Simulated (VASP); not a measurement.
# B3N (P3) in VASP: relaxation of cell and atoms with PBE

Aim: the relaxation of cell and atoms of B3N with PBE.

Everything below comes from runs of VASP 6.6.1. Logs are shortened: lines on timing, memory, paths and dates and some standing lists are left out, and cuts for length are marked.

### Step 1. The cell of the first run

It takes space group P3 (No. 143, trigonal). The conventional cell has a = 3.504 Å, b = 3.504 Å, c = 3.198 Å, α = 90.00°, β = 90.00°, γ = 120.00°. B (site symmetry 1) has 2 B at 1.32 Å within 1.8 Å. N (site symmetry 3) has 9 B at 1.91 to 2.52 Å within 2.6 Å.

The cell was generated, and may not be a known phase.

### Step 2. Relaxation of cell and atoms, PBE

Input file INCAR:

```
PREC = Accurate
ENCUT = 600
EDIFF = 1E-7
ISMEAR = 0
SIGMA = 0.1
LREAL = False
LASPH = True
NELM = 60
ALGO = Normal
ISIF = 3
LWAVE = False
LCHARG = False
GGA = PE
IBRION = 2
NSW = 90
EDIFFG = -0.04
```

Input file KPOINTS:

```
Automatic mesh
0
Gamma
  6 6 6
```

Input file POSCAR:

```
B3N
1.0
    3.5044651497      0.0000000000      0.0000000000
   -1.7522325749      3.0349558463      0.0000000000
    0.0000000000      0.0000000000      3.1978746060
B N
3 1
Direct
    0.6666666667      0.1152919951      0.7500000000
    0.4486253284      0.3333333333      0.7500000000
    0.8847080049      0.5513746716      0.7500000000
    0.0000000000      0.0000000000      0.3463966345
```

Potentials or basis: VASP PAW PBE potentials, release 64 (B, N).

Started as:

```bash
$ cat potpaw_PBE.64/B/POTCAR potpaw_PBE.64/N/POTCAR > POTCAR
$ mpirun -np 1 vasp_std > vasp.out
```

OUTCAR:

```text
PREC = Accurate
   ENCUT = 600
   EDIFF = 1E-7
   ISMEAR = 0
   LREAL = False
   LASPH = True
   NELM = 60
   ISIF = 3
   GGA = PE
   IBRION = 2
   NSW = 90
   EDIFFG = -0.04

 ion  position               nearest neighbor table
   1  0.667  0.115  0.750-   3 1.32   2 1.32   4 1.91
   2  0.449  0.333  0.750-   3 1.32   1 1.32   4 1.91
   3  0.885  0.551  0.750-   2 1.32   1 1.32   4 1.91
   4  0.000  0.000  0.346-   2 1.91   3 1.91   1 1.91

  LATTYP: Found a hexagonal cell.
 ALAT       =     3.5044651497
 C/A-ratio  =     0.9125143123

  Lattice vectors:

 A1 = (   3.5044651497,   0.0000000000,   0.0000000000)
 A2 = (  -1.7522325749,   3.0349558463,   0.0000000000)
 A3 = (   0.0000000000,   0.0000000000,   3.1978746060)

Analysis of symmetry for initial positions (statically):
=====================================================================
 Subroutine PRICEL returns:
 Original cell was already a primitive cell.

 Routine SETGRP: Setting up the symmetry group for a
 hexagonal supercell.

 Subroutine GETGRP returns: Found  3 space group operations
 (whereof  3 operations were pure point group operations)
 out of a pool of 24 trial point group operations.

The static configuration has the point symmetry C_3 .

Analysis of symmetry for dynamics (positions and initial velocities):
=====================================================================
 Subroutine PRICEL returns:
 Original cell was already a primitive cell.

 Routine SETGRP: Setting up the symmetry group for a
 hexagonal supercell.

 Subroutine GETGRP returns: Found  3 space group operations
 (whereof  3 operations were pure point group operations)
 out of a pool of 24 trial point group operations.

The dynamic configuration has the point symmetry C_3 .

 Subroutine INISYM returns: Found  3 space group operations
 (whereof  3 operations are pure point group operations),
 and found     1 'primitive' translations

----------------------------------------------------------------------------------------

                                     Primitive cell

  volume of cell :      34.0123

  direct lattice vectors                    reciprocal lattice vectors
     3.504465150  0.000000000  0.000000000     0.285350248  0.164747043  0.000000000
    -1.752232575  3.034955846  0.000000000     0.000000000  0.329494085  0.000000000
     0.000000000  0.000000000  3.197874606     0.000000000  0.000000000  0.312707696

  length of vectors
     3.504465150  3.504465150  3.197874606     0.329494085  0.329494085  0.312707696

  position of ions in fractional coordinates (direct lattice)
     0.666666667  0.115291995  0.750000000
     0.448625328  0.333333333  0.750000000
     0.884708005  0.551374672  0.750000000
     0.000000000  0.000000000  0.346396635

  ion indices of the primitive-cell ions
   primitive index   ion index
                 1           1
                 2           2
                 3           3
                 4           4

----------------------------------------------------------------------------------------

 KPOINTS: Automatic mesh

Automatic generation of k-mesh.
 Grid dimensions read from file:
 generate k-points for:    6    6    6

 Generating k-lattice:

  Cartesian coordinates                     Fractional coordinates (reciprocal lattice)
     0.047558375  0.027457840  0.000000000     0.166666667  0.000000000  0.000000000
     0.000000000  0.054915681  0.000000000     0.000000000  0.166666667  0.000000000
     0.000000000  0.000000000  0.052117949     0.000000000  0.000000000  0.166666667

  Length of vectors
     0.054915681  0.054915681  0.052117949

  Shift w.r.t. Gamma in fractional coordinates (k-lattice)
     0.000000000  0.000000000  0.000000000

 Subroutine IBZKPT returns following result:
 ===========================================

 Found     44 irreducible k-points:

 Following reciprocal coordinates:
            Coordinates               Weight
  0.000000  0.000000  0.000000      1.000000
  0.166667  0.000000  0.000000      6.000000
  0.333333 -0.000000  0.000000      6.000000
  0.500000 -0.000000  0.000000      3.000000
  0.166667  0.166667  0.000000      6.000000
  0.333333  0.166667  0.000000      6.000000
[... 16 lines left out ...]
  0.000000  0.000000  0.333333      2.000000
  0.166667  0.000000  0.333333      6.000000
 [... further k-points ...]
   k-points           NKPTS =     44   k-points in BZ     NKDIM =     44   number of bands    NBANDS=     11
   number of dos      NEDOS =    301   number of ions     NIONS =      4
   total plane-waves  NPLWV =  21952
   dimension x,y,z NGX =    28 NGY =   28 NGZ =   28
   dimension x,y,z NGXF=    56 NGYF=   56 NGZF=   56
   ions per type =               3   1
   NGX,Y,Z   is equivalent  to a cutoff of  13.28, 13.28, 14.56 a.u.
   NGXF,Y,Z  is equivalent  to a cutoff of  26.57, 26.57, 29.11 a.u.
 SYSTEM =  unknown system
   PREC   = accura    normal or accurate (medium, high low for compatibility)
   ISTART =      0    job   : 0-new  1-cont  2-samecut
   ICHARG =      2    charge: 1-file 2-atom 10-const
   ISPIN  =      1    spin polarized calculation?
   LNONCOLLINEAR =      F non collinear calculations
   LSORBIT =      F    spin-orbit coupling
   LASPH  =      T    aspherical Exc in radial PAW
   ENCUT  =  600.0 eV  44.10 Ry    6.64 a.u.   7.00  7.00  6.39*2*pi/ulx,y,z
   NELM   =     60;   NELMIN=  2; NELMDL= -5     # of ELM steps
   EDIFF  = 0.1E-06   stopping-criterion for ELM
   LREAL  =      F    real-space projection
   EDIFFG = -.4E-01   stopping-criterion for IOM
   NSW    =     90    number of steps for IOM
   IBRION =      2    ionic relax: 0-MD 1-quasi-New 2-CG
   NFREE  =      1    steps in history (QN), initial steepest desc. (CG)
   ISIF   =      3    stress and relaxation
   ISYM   =      2    0-nonsym 1-usesym 2-fastsym
   POTIM  = 0.5000    time-step for ionic-motion
   TEBEG  =    0.0;   TEEND  =   0.0 temperature during run
   PSTRESS=    0.0 pullay stress
   NELECT =      14.0000    total number of electrons
   NUPDOWN=      -1.0000    fix difference up-down
   EMIN   =  10.00;   EMAX   =-10.00  energy-range for DOS
   EFERMI =   0.00;   METHOD = LEGACY
   ISMEAR =     0;   SIGMA  =   0.10  broadening in eV -4-tet -1-fermi 0-gaus
   EFERMI_NEDOS =   21; number of points for ismear=-14 and -15
   IALGO  =     38    algorithm
   IMIX   =      4    mixing-type and parameters
     AMIX     =   0.40;   BMIX     =  1.00
     AMIX_MAG =   1.60;   BMIX_MAG =  1.00
  volume/ion in A,a.u.               =       8.50        57.38
  Fermi-wavevector in a.u.,A,eV,Ry     =   1.217790  2.301289 20.177603  1.483012
  Thomas-Fermi vector in A             =   2.353098
   LORBIT       =      0    0 simple, 1 ext, 2 COOP (PROOUT), +10 PAW based schemes
   GGA     = PE    functional components
   LHFCALC =     F    Hartree Fock is set to
   AEXX    =    0.0000 exact exchange contribution
   IVDW    =     0    specifies the selected vdW correction
   LEPSILON=     F    determine dielectric tensor
   LRPA    =     F    only Hartree local field effects (RPA)
 conjugate gradient relaxation of ions
 non-spin polarized calculation
 Gauss-broadening in eV      SIGMA  =   0.10
  energy-cutoff  :      600.00
  volume of cell :       34.01
 maximum number of plane-waves:      1158
   NGX = 13   NGY = 13   NGZ = 13

--------------------------------------- Ionic step        1  -------------------------------------------

 number of electron      14.0000000 magnetization

 Free energy of the ion-electron system (eV)
  ---------------------------------------------------
  ext. energy  EPLUGINS =         0.00000000
  ---------------------------------------------------
  free energy    TOTEN  =       -16.98180078 eV

  energy without entropy =      -16.97287392  energy(sigma->0) =      -16.97733735

------------------------ aborting loop because EDIFF is reached ----------------------------------------

  FORCE on cell =-STRESS in cart. coord.  units (eV):
  Direction    XX          YY          ZZ          XY          YZ          ZX
  --------------------------------------------------------------------------------------
  -------------------------------------------------------------------------------------
  Total       16.6373791     16.6373791     -5.1776111     -0.0000017     -0.0000000      0.0000000
  in kB      783.7182178    783.7182177   -243.8958767     -0.0000790     -0.0000000      0.0000000
  external PRESSURE =     441.1801863 kB  Pullay stress =       0.0000000 kB
[... 95 lines left out ...]
  FREE ENERGIE OF THE ION-ELECTRON SYSTEM (eV)
  ---------------------------------------------------
  free  energy   TOTEN  =       -22.1275973664 eV

  energy  without entropy=      -22.1194003394  energy(sigma->0) =      -22.12349885

 E-fermi :   2.6754     XC(G=0):  -9.6813

 val. band max:        2.6528381769   @ k =   0.0000   0.1667   0.1667
 cond. band min:       2.7035982946   @ k =   0.0000   0.3333   0.1667
 fundamental gap:      0.0507601177
 Fermi energy:         2.6753919645

 k-point     1 :       0.0000    0.0000    0.0000
  band No.  band energies     occupation
      1     -16.6430      2.00000
      2      -4.7736      2.00000
      3      -4.5673      2.00000
      4      -4.5673      2.00000
      5      -2.1567      2.00000
      6       0.2159      2.00000
      7       1.7979      2.00000
      8       1.7979      2.00000
      9       6.0446      0.00000
     10       6.0446      0.00000
     11       8.2526      0.00000
[... 309 lines left out ...]
 k-point    24 :       0.1667    0.0000    0.3333
  band No.  band energies     occupation
      1     -16.0085      2.00000
      2      -7.1332      2.00000
      3      -4.6843      2.00000
      4      -4.0866      2.00000
      5      -2.5933      2.00000
      6       1.7654      2.00000
      7       2.0506      2.00000
      8       3.9959      0.00000
      9       4.4895      0.00000
     10       4.9671      0.00000
     11       8.6912      0.00000

 [... further k-points ...]

 E-fermi :   3.1796     XC(G=0): -10.0133

 val. band max:        3.0974579713   @ k =  -0.1667   0.3333   0.1667
 cond. band min:       3.1822674109   @ k =   0.3333  -0.0000   0.1667
 fundamental gap:      0.0848094396
 Fermi energy:         3.1795890580

 k-point     1 :       0.0000    0.0000    0.0000
  band No.  band energies     occupation
      1     -15.5746      2.00000
      2      -4.3645      2.00000
      3      -3.4715      2.00000
      4      -3.4715      2.00000
      5      -1.6774      2.00000
      6       0.7160      2.00000
      7       2.3800      2.00000
      8       2.3800      2.00000
      9       6.6751      0.00000
     10       6.9433      0.00000
     11       6.9433      0.00000
[... 309 lines left out ...]
 k-point    24 :       0.1667    0.0000    0.3333
  band No.  band energies     occupation
      1     -14.8830      2.00000
      2      -6.6836      2.00000
      3      -3.9590      2.00000
      4      -3.0139      2.00000
      5      -1.8367      2.00000
      6       2.0063      2.00000
      7       2.6563      2.00000
      8       4.5371      0.00000
      9       5.1032      0.00000
     10       5.6982      0.00000
     11       8.2787      0.00000

 [... further k-points ...]

[... ionic steps 4 to 28 ...]

--------------------------------------- Ionic step       29  -------------------------------------------

 number of electron      13.9999998 magnetization

------------------------ aborting loop because EDIFF is reached ----------------------------------------
[... 71 lines left out ...]
--------------------------------------- Ionic step       31  -------------------------------------------

 number of electron      13.9999999 magnetization

 Free energy of the ion-electron system (eV)
  ---------------------------------------------------
  ext. energy  EPLUGINS =         0.00000000
  ---------------------------------------------------
  free energy    TOTEN  =       -24.88789594 eV

  energy without entropy =      -24.87878960  energy(sigma->0) =      -24.88334277

 E-fermi :   3.3357     XC(G=0): -10.1591

 val. band max:        3.3263322043   @ k =   0.1667   0.1667   0.0000
 cond. band min:       3.3835172717   @ k =   0.3333  -0.0000   0.5000
 fundamental gap:      0.0571850674
 Fermi energy:         3.3356501870

 k-point     1 :       0.0000    0.0000    0.0000
  band No.  band energies     occupation
      1     -15.6380      2.00000
      2      -6.3333      2.00000
      3      -2.4077      2.00000
      4      -2.2653      2.00000
      5      -2.2653      2.00000
      6      -0.2350      2.00000
      7       2.6143      2.00000
      8       2.6143      2.00000
      9       8.9804      0.00000
     10       8.9804      0.00000
     11       9.1163      0.00000
[... 309 lines left out ...]
 k-point    24 :       0.1667    0.0000    0.3333
  band No.  band energies     occupation
      1     -15.3018      2.00000
      2      -6.7040      2.00000
      3      -4.6810      2.00000
      4      -2.2881      2.00000
      5      -2.2841      2.00000
      6       1.8237      2.00000
      7       2.9614      2.00000
      8       3.6990      0.00000
      9       6.9244      0.00000
     10       8.3731      0.00000
     11      10.1088      0.00000

 [... further k-points ...]

------------------------ aborting loop because EDIFF is reached ----------------------------------------

  FORCE on cell =-STRESS in cart. coord.  units (eV):
  Direction    XX          YY          ZZ          XY          YZ          ZX
  --------------------------------------------------------------------------------------
  -------------------------------------------------------------------------------------
  Total       -0.0460784     -0.0460784     -0.1409204     -0.0000000      0.0000000      0.0000000
  in kB       -1.9488284     -1.9488284     -5.9600561     -0.0000002      0.0000000      0.0000000
  external PRESSURE =      -3.2859043 kB  Pullay stress =       0.0000000 kB
[... 19 lines left out ...]
  FREE ENERGIE OF THE ION-ELECTRON SYSTEM (eV)
  ---------------------------------------------------
  free  energy   TOTEN  =       -24.8878959355 eV

  energy  without entropy=      -24.8787896019  energy(sigma->0) =      -24.88334277

 reached required accuracy - stopping structural energy minimisation
```

It took 2.5 min on 1 thread of Intel Xeon 6975P-C (Granite Rapids), shared host; peak memory 0.16 GiB.

Results:

| Item | Value |
| --- | --- |
| Free energy | -24.8879 eV |
| Relaxed volume | 9.47 Å³/atom |
| Relaxed cell | a = 3.553 Å, b = 3.553 Å, c = 3.466 Å, α = 90.00°, β = 90.00°, γ = 120.00° |
| Space group after relaxing (to 0.1 Å) | P3m1 (No. 156) |
| Energy gained by relaxing | 1976.5 meV/atom |
| Ionic steps | 31 |
| Pressure after relaxing | -0.3 GPa |
| Largest force after relaxing | 0.022 eV/Å |
| Band gap on the k mesh | zero (bands 7 and 8 overlap by 1.14 eV) |

Forces in eV/Å, atoms in the order of the input:
```
B   -0.020 -0.010 -0.004
B    0.001  0.022 -0.004
B    0.019 -0.012 -0.004
N    0.000  0.000  0.011
```

Stress tensor (GPa, compression positive):
```
-0.19  0.00  0.00
 0.00 -0.19  0.00
 0.00  0.00 -0.60
```

Step by step:
| step | energy change (eV) | largest force (eV/Å) | pressure (GPa) | volume (Å³) |
| --- | --- | --- | --- | --- |
| 1 | 0.0000 | 20.2624 | 44.12 | 34.01 |
| 2 | -4.9951 | 2.6533 | -18.28 | 45.97 |
| 3 | -5.1458 | 2.5277 | -18.73 | 45.32 |
| 4 | -5.2432 | 2.4206 | -19.25 | 44.81 |
| 5 | -5.4391 | 1.9648 | -23.72 | 42.36 |
| 6 | -7.1823 | 3.3738 | 8.12 | 34.41 |
| 7 | -7.2055 | 4.2695 | 14.76 | 33.57 |
| 8 | -7.3648 | 3.0967 | 23.50 | 31.79 |
| 9 | -7.5987 | 1.8127 | 16.90 | 32.53 |
| 10 | -7.7310 | 0.3599 | 3.31 | 34.10 |
| 11 | -7.7353 | 0.4164 | 0.62 | 34.47 |
| 12 | -7.7697 | 0.3626 | 0.32 | 34.70 |
| 13 | -7.8294 | 0.4329 | -0.05 | 35.40 |
| 14 | -7.8353 | 0.6275 | -0.06 | 35.71 |
| 15 | -7.8597 | 0.4959 | 1.18 | 35.95 |
| 16 | -7.8601 | 0.5085 | 1.39 | 35.99 |
| 17 | -7.8773 | 0.2465 | 3.11 | 36.44 |
| 18 | -7.8779 | 0.4198 | 3.50 | 36.54 |
| 19 | -7.8917 | 0.2458 | 0.94 | 37.42 |
| 20 | -7.8945 | 0.1440 | -0.72 | 38.04 |
| 21 | -7.8972 | 0.1412 | -0.81 | 38.04 |
| 22 | -7.8994 | 0.2691 | -0.98 | 38.05 |
| 23 | -7.9007 | 0.2270 | -0.77 | 38.02 |
| 24 | -7.9033 | 0.1018 | -0.15 | 37.93 |
| 25 | -7.9028 | 0.1951 | 1.06 | 37.76 |
| 26 | -7.9040 | 0.0530 | 0.37 | 37.86 |
| 27 | -7.9044 | 0.0446 | 0.26 | 37.87 |
| 28 | -7.9051 | 0.0448 | -0.09 | 37.90 |
| 29 | -7.9055 | 0.0830 | -0.80 | 37.97 |
| 30 | -7.9056 | 0.0597 | -0.59 | 37.95 |
| 31 | -7.9061 | 0.0224 | -0.33 | 37.88 |

Final structure:
```
B N
1.0
     3.55264    0.00000    0.00000
    -1.77632    3.07667    0.00000
     0.00000    0.00000    3.46579
B N
3 1
Direct
  0.65588 0.82784 0.72577
  0.17196 0.34412 0.72577
  0.17216 0.82804 0.72577
  0.00000 0.00000 0.41909
```

Levels at points of the mesh, in eV from the Fermi level:
| k point | band 3 | band 4 | band 5 | band 6 | band 7 | band 8 | band 9 | band 10 | band 11 |
| --- | --- | --- | --- | --- | --- | --- | --- | --- | --- |
| (0.00, 0.00, 0.00) | -5.74 | -5.60 | -5.60 | -3.57 | -0.72 | -0.72 | 5.64 | 5.64 | 5.78 |
| (0.50, 0.00, 0.00) | -6.43 | -6.38 | -5.28 | -2.68 | -1.96 | 1.18 | 3.81 | 6.45 | 8.83 |
| (0.00, 0.00, 0.50) | -8.00 | -5.39 | -5.39 | -0.58 | -0.58 | 0.19 | 4.58 | 4.58 | 4.96 |
| (0.50, 0.00, 0.50) | -8.49 | -6.23 | -6.03 | -3.58 | 0.16 | 1.62 | 4.54 | 6.05 | 6.91 |

The gap in the log of VASP goes by the Fermi energy; the results here count the filled bands.